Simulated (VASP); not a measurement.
# BAs (F-43m) in VASP: notebook

The runs below take BAs through single point, with r2SCAN+D3(BJ), HSE06, PBE0.

Everything below comes from runs of VASP 6.6.1. Logs are shortened: lines on timing, memory, paths and dates and some standing lists are left out, and cuts for length are marked.

## (1) The cell of the first run

The structure is cubic, space group F-43m (No. 216). Conventional cell: a = 4.777 Å, b = 4.777 Å, c = 4.777 Å, α = 90.00°, β = 90.00°, γ = 90.00°. As (site symmetry -43m) has 4 B at 2.07 Å within 2.7 Å. B (site symmetry -43m) has 4 As at 2.07 Å within 2.7 Å.

## (2) Single point, r2SCAN+D3(BJ), non-collinear spin, zero start, spin-orbit coupling

Contents of POSCAR:

```
BAs
1.0
    0.0000000000      2.3885000000      2.3885000000
    2.3885000000      0.0000000000      2.3885000000
    2.3885000000      2.3885000000      0.0000000000
As B
1 1
Direct
    0.7500000000      0.7500000000      0.7500000000
    0.0000000000      0.0000000000      0.0000000000
```

Contents of INCAR.step1:

```
PREC = Accurate ; ENCUT = 520
ISMEAR = 0 ; SIGMA = 0.05
LREAL = F ; LASPH = T
NELM = 150 ; MAGMOM = 0 0 0 0 0 0
LSORBIT = T ; GGA_COMPAT = F
NBANDS = 20 ; GGA = PE
ALGO = Normal ; EDIFF = 1E-4
LWAVE = T ; LCHARG = F
```

Contents of INCAR.step2:

```
PREC = Accurate ; ENCUT = 520
EDIFF = 1E-6 ; ISMEAR = 0
SIGMA = 0.05 ; LREAL = F
LASPH = T ; NELM = 150
ALGO = Normal ; ISIF = 2
LWAVE = F ; LCHARG = F
MAGMOM = 0 0 0 0 0 0 ; LORBIT = 11
LSORBIT = T ; GGA_COMPAT = F
LORBMOM = T ; METAGGA = R2SCAN
LMIXTAU = T ; IVDW = 12
VDW_S6 = 1.0 ; VDW_S8 = 0.78981345
VDW_A1 = 0.49484001 ; VDW_A2 = 5.73083694
NBANDS = 20 ; ISTART = 1
```

Contents of KPOINTS:

```
regular mesh
0
Gamma
  7 7 7
```

Potentials or basis: VASP PAW PBE potentials, release 64 (As, B).

On the command line:

```
cat potpaw_PBE.64/As/POTCAR potpaw_PBE.64/B/POTCAR > POTCAR
cp INCAR.step1 INCAR
mpirun -np 1 vasp_ncl > vasp.out
cp INCAR.step2 INCAR
mpirun -np 1 vasp_ncl > vasp.out
```

OUTCAR:

```text
PREC = Accurate
   ENCUT = 520
   EDIFF = 1E-6
   ISMEAR = 0
   LREAL = F
   LASPH = T
   NELM = 150
   ISIF = 2
   LORBIT = 11
   LSORBIT = T
   METAGGA = R2SCAN
   IVDW = 12
   ISTART = 1
 IVDW          = 12

 ion  position               nearest neighbor table
   1  0.750  0.750  0.750-   2 2.07   2 2.07   2 2.07   2 2.07
   2  0.000  0.000  0.000-   1 2.07   1 2.07   1 2.07   1 2.07

  LATTYP: Found a face centered cubic cell.
 ALAT       =     4.7770000000

  Lattice vectors:

 A1 = (   0.0000000000,   2.3885000000,   2.3885000000)
 A2 = (   2.3885000000,   0.0000000000,   2.3885000000)
 A3 = (   2.3885000000,   2.3885000000,   0.0000000000)

Analysis of symmetry for initial positions (statically):
=====================================================================
 Subroutine PRICEL returns:
 Original cell was already a primitive cell.

 Routine SETGRP: Setting up the symmetry group for a
 face centered cubic supercell.

 Subroutine GETGRP returns: Found 24 space group operations
 (whereof 24 operations were pure point group operations)
 out of a pool of 48 trial point group operations.

The static configuration has the point symmetry T_d .

Analysis of symmetry for dynamics (positions and initial velocities):
=====================================================================
 Subroutine PRICEL returns:
 Original cell was already a primitive cell.

 Routine SETGRP: Setting up the symmetry group for a
 face centered cubic supercell.

 Subroutine GETGRP returns: Found 24 space group operations
 (whereof 24 operations were pure point group operations)
 out of a pool of 48 trial point group operations.

The dynamic configuration has the point symmetry T_d .

Analysis of structural, dynamic, and magnetic symmetry:
=====================================================================
 Subroutine PRICEL returns:
 Original cell was already a primitive cell.

 Routine SETGRP: Setting up the symmetry group for a
 face centered cubic supercell.

 Subroutine GETGRP returns: Found 24 space group operations
 (whereof 24 operations were pure point group operations)
 out of a pool of 48 trial point group operations.

The overall configuration has the point symmetry T_d .

 Subroutine INISYM returns: Found 24 space group operations
 (whereof 24 operations are pure point group operations),
 and found     1 'primitive' translations

----------------------------------------------------------------------------------------

                                     Primitive cell

  volume of cell :      27.2525

  direct lattice vectors                    reciprocal lattice vectors
     0.000000000  2.388500000  2.388500000    -0.209336404  0.209336404  0.209336404
     2.388500000  0.000000000  2.388500000     0.209336404 -0.209336404  0.209336404
     2.388500000  2.388500000  0.000000000     0.209336404  0.209336404 -0.209336404

  length of vectors
     3.377849094  3.377849094  3.377849094     0.362581287  0.362581287  0.362581287

  position of ions in fractional coordinates (direct lattice)
     0.750000000  0.750000000  0.750000000
     0.000000000  0.000000000  0.000000000

  ion indices of the primitive-cell ions
   primitive index   ion index
                 1           1
                 2           2

----------------------------------------------------------------------------------------

 KPOINTS: regular mesh

Automatic generation of k-mesh.
 Grid dimensions read from file:
 generate k-points for:    7    7    7

 Generating k-lattice:

  Cartesian coordinates                     Fractional coordinates (reciprocal lattice)
    -0.029905201  0.029905201  0.029905201     0.142857143  0.000000000  0.000000000
     0.029905201 -0.029905201  0.029905201     0.000000000  0.142857143  0.000000000
     0.029905201  0.029905201 -0.029905201     0.000000000  0.000000000  0.142857143

  Length of vectors
     0.051797327  0.051797327  0.051797327
[... 93 lines left out ...]

 number of electron       8.0000000 magnetization       0.0000000     -0.0000000      0.0000000

 Free energy of the ion-electron system (eV)
  ---------------------------------------------------
  ext. energy  EPLUGINS =         0.00000000
  ---------------------------------------------------
  free energy    TOTEN  =       -22.25953800 eV

  energy without entropy =      -22.25953800  energy(sigma->0) =      -22.25953800

 E-fermi :   6.3611     XC(G=0): -11.1321

 val. band max:        6.0926611993   @ k =   0.0000   0.0000   0.0000
 cond. band min:       7.4200775315   @ k =   0.4286   0.4286   0.0000
 fundamental gap:      1.3274163321
 Fermi energy:         6.3611355480

 k-point     1 :       0.0000    0.0000    0.0000
  band No.  band energies     occupation
      1     -10.1323      1.00000
      2     -10.1323      1.00000
      3       5.8804      1.00000
      4       5.8804      1.00000
      5       6.0927      1.00000
      6       6.0927      1.00000
[... 541 lines left out ...]
     19      24.0869      0.00000
     20      24.0939      0.00000

 [... further k-points ...]

------------------------ aborting loop because EDIFF is reached ----------------------------------------

 Edisp (eV)   -0.30756

 E8    (eV) :    -0.0928

  FORCE on cell =-STRESS in cart. coord.  units (eV):
  Direction    XX          YY          ZZ          XY          YZ          ZX
  --------------------------------------------------------------------------------------
  -------------------------------------------------------------------------------------
  Total      -0.15853    -0.15853    -0.15853     0.00000     0.00000     0.00000
  in kB      -9.32027    -9.32027    -9.32027     0.00000     0.00000     0.00000
  external pressure =       -9.32 kB  Pullay stress =        0.00 kB

 VOLUME and BASIS-vectors are now :
 -----------------------------------------------------------------------------
  energy-cutoff  :      520.00
  volume of cell :       27.25
      direct lattice vectors                 reciprocal lattice vectors
     0.000000000  2.388500000  2.388500000    -0.209336404  0.209336404  0.209336404
     2.388500000  0.000000000  2.388500000     0.209336404 -0.209336404  0.209336404
     2.388500000  2.388500000  0.000000000     0.209336404  0.209336404 -0.209336404

 POSITION                                       TOTAL-FORCE (eV/Angst)
 -----------------------------------------------------------------------------------
      3.58275      3.58275      3.58275        -0.000000      0.000000      0.000000
      0.00000      0.00000      0.00000         0.000000     -0.000000     -0.000000
 -----------------------------------------------------------------------------------
    total drift:                                0.000000      0.000000      0.000000

  FREE ENERGIE OF THE ION-ELECTRON SYSTEM (eV)
  ---------------------------------------------------
  free  energy   TOTEN  =       -22.5671008335 eV

  energy  without entropy=      -22.5671008335  energy(sigma->0) =      -22.56710083

 orbital moment (x)

 # of ion     p       d       tot
 ----------------------------------------
  1        -0.000   0.000  -0.000
  2        -0.000   0.000  -0.000
 ----------------------------------------
           -0.000   0.000  -0.000

 orbital moment (y)

 # of ion     p       d       tot
 ----------------------------------------
  1        -0.000   0.000  -0.000
  2        -0.000   0.000  -0.000
 ----------------------------------------
           -0.000   0.000  -0.000

 orbital moment (z)

 # of ion     p       d       tot
 ----------------------------------------
  1         0.000  -0.000  -0.000
  2         0.000   0.000   0.000
 ----------------------------------------
            0.000  -0.000   0.000

 Spin-Orbit-Coupling matrix elements

 Ion:    1  E_soc:     -0.0204754
 l=   1
     0.0000000    -0.0033861    -0.0033861
    -0.0033861     0.0000000    -0.0033861
    -0.0033861    -0.0033861     0.0000000
 l=   2
     0.0000000    -0.0000135     0.0000000    -0.0000135    -0.0000130
    -0.0000135     0.0000000    -0.0000097    -0.0000135    -0.0000032
     0.0000000    -0.0000097     0.0000000    -0.0000097     0.0000000
    -0.0000135    -0.0000135    -0.0000097     0.0000000    -0.0000032
    -0.0000130    -0.0000032     0.0000000    -0.0000032     0.0000000
 l=   3
     0.0000000     0.0000000     0.0000000     0.0000000     0.0000000     0.0000000     0.0000000
     0.0000000     0.0000000     0.0000000     0.0000000     0.0000000     0.0000000     0.0000000
     0.0000000     0.0000000     0.0000000     0.0000000     0.0000000     0.0000000     0.0000000
     0.0000000     0.0000000     0.0000000     0.0000000     0.0000000     0.0000000     0.0000000
     0.0000000     0.0000000     0.0000000     0.0000000     0.0000000     0.0000000     0.0000000
     0.0000000     0.0000000     0.0000000     0.0000000     0.0000000     0.0000000     0.0000000
     0.0000000     0.0000000     0.0000000     0.0000000     0.0000000     0.0000000     0.0000000

 Ion:    2  E_soc:     -0.0000084
 l=   1
     0.0000000    -0.0000014    -0.0000014
    -0.0000014     0.0000000    -0.0000014
    -0.0000014    -0.0000014     0.0000000
 l=   2
     0.0000000     0.0000000     0.0000000     0.0000000     0.0000000
     0.0000000     0.0000000     0.0000000     0.0000000     0.0000000
     0.0000000     0.0000000     0.0000000     0.0000000     0.0000000
     0.0000000     0.0000000     0.0000000     0.0000000     0.0000000
     0.0000000     0.0000000     0.0000000     0.0000000     0.0000000
 l=   3
     0.0000000     0.0000000     0.0000000     0.0000000     0.0000000     0.0000000     0.0000000
     0.0000000     0.0000000     0.0000000     0.0000000     0.0000000     0.0000000     0.0000000
     0.0000000     0.0000000     0.0000000     0.0000000     0.0000000     0.0000000     0.0000000
     0.0000000     0.0000000     0.0000000     0.0000000     0.0000000     0.0000000     0.0000000
     0.0000000     0.0000000     0.0000000     0.0000000     0.0000000     0.0000000     0.0000000
     0.0000000     0.0000000     0.0000000     0.0000000     0.0000000     0.0000000     0.0000000
     0.0000000     0.0000000     0.0000000     0.0000000     0.0000000     0.0000000     0.0000000

 total charge

# of ion       s       p       d       tot
------------------------------------------
    1        1.171   1.698   0.092   2.961
    2        0.668   1.167   0.000   1.835
--------------------------------------------------
tot          1.839   2.865   0.092   4.796

 magnetization (x)

# of ion       s       p       d       tot
------------------------------------------
    1        0.000   0.000   0.000   0.000
    2        0.000  -0.000   0.000   0.000
--------------------------------------------------
tot          0.000  -0.000   0.000   0.000

 magnetization (y)

# of ion       s       p       d       tot
------------------------------------------
    1        0.000   0.000   0.000   0.000
    2        0.000   0.000   0.000   0.000
--------------------------------------------------
tot          0.000   0.000   0.000   0.000

 magnetization (z)

# of ion       s       p       d       tot
------------------------------------------
    1        0.000  -0.000   0.000  -0.000
    2       -0.000   0.000   0.000  -0.000
--------------------------------------------------
tot         -0.000   0.000   0.000  -0.000
```

Run time: 7.6 min. Hardware: 1 thread of Intel Xeon 8259CL, shared host; peak memory 0.3 GiB.

Results:

```
Free energy                                           : -22.5671 eV
Pressure                                              : -0.9 GPa
Net moment                                            : 0.00 μB per cell
Valence electrons inside the program's atomic spheres : As 2.96; B 1.83
Dispersion energy per atom                            : -0.154 eV
```

Moments on the atoms (μB; x, y, z):
```
As  0.00 0.00 0.00
B   0.00 0.00 0.00
```

Caveat: the PAW data sets were made with another functional, which shifts forces and pressure a little.

## (3) Single point, HSE06

POSCAR is that of step 2.

Contents of INCAR.step1:

```
  PREC = Accurate
  ENCUT = 520
  EDIFF = 1E-5
  ISMEAR = -1
  SIGMA = 0.05
  LREAL = F
  LASPH = T
  NELM = 60
  ALGO = Normal
  ISIF = 2
  LWAVE = T
  LCHARG = F
  GGA = PE
  NBANDS = 11
```

Contents of INCAR.step2:

```
  PREC = Accurate
  ENCUT = 520
  EDIFF = 1E-6
  ISMEAR = -1
  SIGMA = 0.05
  LREAL = F
  LASPH = T
  NELM = 60
  ALGO = Normal
  ISIF = 2
  LWAVE = F
  LCHARG = F
  GGA = PE
  LHFCALC = T
  HFSCREEN = 0.2079
  PRECFOCK = Normal
  ISTART = 1
  NBANDS = 11
```

Contents of KPOINTS:

```
Automatic mesh
0
Gamma
  6 6 6
```

Potentials or basis: VASP PAW PBE potentials, release 64 (As, B).

On the command line:

```
cat potpaw_PBE.64/As/POTCAR potpaw_PBE.64/B/POTCAR > POTCAR
cp INCAR.step1 INCAR
mpirun -np 1 vasp_std > vasp.out
cp INCAR.step2 INCAR
mpirun -np 1 vasp_std > vasp.out
```

It took 16 min on 1 thread of Intel Xeon 8259CL, shared host; peak memory 0.27 GiB.

Results (log left out):

```yaml
Free_energy: -13.2426 eV
Pressure: -0.6 GPa
Band_gap_on_the_k_mesh: 1.95 eV (least direct gap 4.11 eV)
```

Levels at points of the mesh, in eV from the valence-band top:
```tsv
k point	band 1	band 2	band 3	band 4	band 5	band 6	band 7	band 8	band 9
(0.00, 0.00, 0.00)	-16.95	0.00	0.00	0.00	4.11	4.11	4.11	5.88	10.62
(0.50, 0.00, 0.00)	-13.76	-9.70	-1.99	-1.99	3.56	5.69	5.69	10.02	14.08
(0.50, 0.50, 0.00)	-12.26	-9.48	-4.46	-4.46	2.08	2.15	12.94	12.94	14.44
```

Caveat: the PAW data sets were made with another functional, which shifts forces and pressure a little. A k mesh can miss the band edges.

## (4) Single point, PBE0

POSCAR is that of step 3.

Contents of INCAR.step1:

```
SYSTEM = BAs
  ALGO = Normal
  EDIFF = 1E-5
  ENCUT = 520
  GGA = PE
  ISIF = 2
  ISMEAR = -1
  LASPH = .TRUE.
  LCHARG = .FALSE.
  LREAL = .FALSE.
  LWAVE = .TRUE.
  NBANDS = 11
  NELM = 80
  PREC = Accurate
  SIGMA = 0.05
```

Contents of INCAR.step2:

```
SYSTEM = BAs
  AEXX = 0.25
  ALGO = Normal
  EDIFF = 1E-7
  ENCUT = 520
  GGA = PE
  ISIF = 2
  ISMEAR = -1
  ISTART = 1
  LASPH = .TRUE.
  LCHARG = .FALSE.
  LHFCALC = .TRUE.
  LREAL = .FALSE.
  LWAVE = .FALSE.
  NBANDS = 11
  NELM = 80
  PREC = Accurate
  PRECFOCK = Normal
  SIGMA = 0.05
```

Contents of KPOINTS:

```
k-points
0
G
  6 6 6
  0 0 0
```

Potentials or basis: VASP PAW PBE potentials, release 64 (As, B).

On the command line:

```
cat potpaw_PBE.64/As/POTCAR potpaw_PBE.64/B/POTCAR > POTCAR
cp INCAR.step1 INCAR
mpirun -np 1 vasp_std > vasp.out
cp INCAR.step2 INCAR
mpirun -np 1 vasp_std > vasp.out
```

OUTCAR:

```text
SYSTEM = BAs
   AEXX = 0.25
   EDIFF = 1E-7
   ENCUT = 520
   GGA = PE
   ISIF = 2
   ISMEAR = -1
   ISTART = 1
   LASPH = .TRUE.
   LHFCALC = .TRUE.
   LREAL = .FALSE.
   NELM = 80
   PREC = Accurate
   PRECFOCK = Normal

 ion  position               nearest neighbor table
   1  0.750  0.750  0.750-   2 2.07   2 2.07   2 2.07   2 2.07
   2  0.000  0.000  0.000-   1 2.07   1 2.07   1 2.07   1 2.07

  LATTYP: Found a face centered cubic cell.
 ALAT       =     4.7770000000

  Lattice vectors:

 A1 = (   0.0000000000,   2.3885000000,   2.3885000000)
 A2 = (   2.3885000000,   0.0000000000,   2.3885000000)
 A3 = (   2.3885000000,   2.3885000000,   0.0000000000)

Analysis of symmetry for initial positions (statically):
=====================================================================
 Subroutine PRICEL returns:
 Original cell was already a primitive cell.

 Routine SETGRP: Setting up the symmetry group for a
 face centered cubic supercell.

 Subroutine GETGRP returns: Found 24 space group operations
 (whereof 24 operations were pure point group operations)
 out of a pool of 48 trial point group operations.

The static configuration has the point symmetry T_d .
[... 170 lines left out ...]
      2       5.3652      2.00000
      3       5.3652      2.00000
      4       5.3652      2.00000
      5      10.1840      0.00000
      6      10.1840      0.00000
      7      10.1840      0.00000
      8      11.9659      0.00000
      9      16.7140      0.00000
     10      20.1606      0.00000
     11      20.1606      0.00000
[... 197 lines left out ...]
 k-point    16 :      -0.3333    0.5000    0.1667
  band No.  band energies     occupation
      1      -6.8338      2.00000
      2      -3.8464      2.00000
      3      -0.2963      2.00000
      4      -0.0832      2.00000
      5      10.6852      0.00000
      6      10.9711      0.00000
      7      16.0198      0.00000
      8      16.2564      0.00000
      9      19.9341      0.00000
     10      23.2660      0.00000
     11      23.3220      0.00000

------------------------ aborting loop because EDIFF is reached ----------------------------------------

  FORCE on cell =-STRESS in cart. coord.  units (eV):
  Direction    XX          YY          ZZ          XY          YZ          ZX
  --------------------------------------------------------------------------------------
  -------------------------------------------------------------------------------------
  Total       -0.1193815     -0.1193815     -0.1193815     -0.0000000     -0.0000000     -0.0000000
  in kB       -7.0184594     -7.0184594     -7.0184594     -0.0000000     -0.0000000     -0.0000000
  external PRESSURE =      -7.0184594 kB  Pullay stress =       0.0000000 kB

 VOLUME and BASIS-vectors are now :
 -----------------------------------------------------------------------------
  energy-cutoff  :      520.00
  volume of cell :       27.25
      direct lattice vectors                 reciprocal lattice vectors
     0.000000000  2.388500000  2.388500000    -0.209336404  0.209336404  0.209336404
     2.388500000  0.000000000  2.388500000     0.209336404 -0.209336404  0.209336404
     2.388500000  2.388500000  0.000000000     0.209336404  0.209336404 -0.209336404

 POSITION                                       TOTAL-FORCE (eV/Angst)
 -----------------------------------------------------------------------------------
      3.58275      3.58275      3.58275        -0.000000     -0.000000     -0.000000
      0.00000      0.00000      0.00000         0.000000      0.000000      0.000000
 -----------------------------------------------------------------------------------
    total drift:                                0.000000      0.000000      0.000000

  FREE ENERGIE OF THE ION-ELECTRON SYSTEM (eV)
  ---------------------------------------------------
  free  energy   TOTEN  =       -14.1737979738 eV

  energy  without entropy=      -14.1737979737  energy(sigma->0) =      -14.17379797
```

It took 16 min on 1 thread of Intel Xeon 8259CL, shared host; peak memory 0.17 GiB.

Results:

```
Free energy            : -14.1738 eV
Pressure               : -0.7 GPa
Band gap on the k mesh : 2.65 eV (least direct gap 4.82 eV)
```

Caveat: the PAW data sets were made with another functional, which shifts forces and pressure a little.

## (5) Summary

| level | spin | k mesh | smearing | grid for exact exchange (PRECFOCK) | share of exact exchange | screening parameter | gap on the mesh (eV) | pressure (GPa) |
| --- | --- | --- | --- | --- | --- | --- | --- | --- |
| r2SCAN+D3(BJ) | non-collinear, zero start, SOC | 7 × 7 × 7 | gaussian 0.05 eV | - | - | - | - | -0.9 |
| HSE06 | off | 6 × 6 × 6 | fermi-dirac 0.05 eV | Normal | 0.25 | 0.2079 1/Å | 1.95 | -0.6 |
| PBE0 | off | 6 × 6 × 6 | fermi-dirac 0.05 eV | Normal | 0.25 | - | 2.65 | -0.7 |

Alike in all rows: task single point; potentials or basis VASP PAW PBE potentials, release 64 (As, B); cell as given; cutoff (eV) 520.

The pressure there spans -0.9 GPa (r2SCAN+D3(BJ)) to -0.6 GPa (HSE06); a positive pressure means that this level wants a larger cell, a negative one a smaller.

Caveats: the PAW data sets were made with another functional, which shifts forces and pressure a little.

Absolute energies hang on the potentials; compare differences alone.
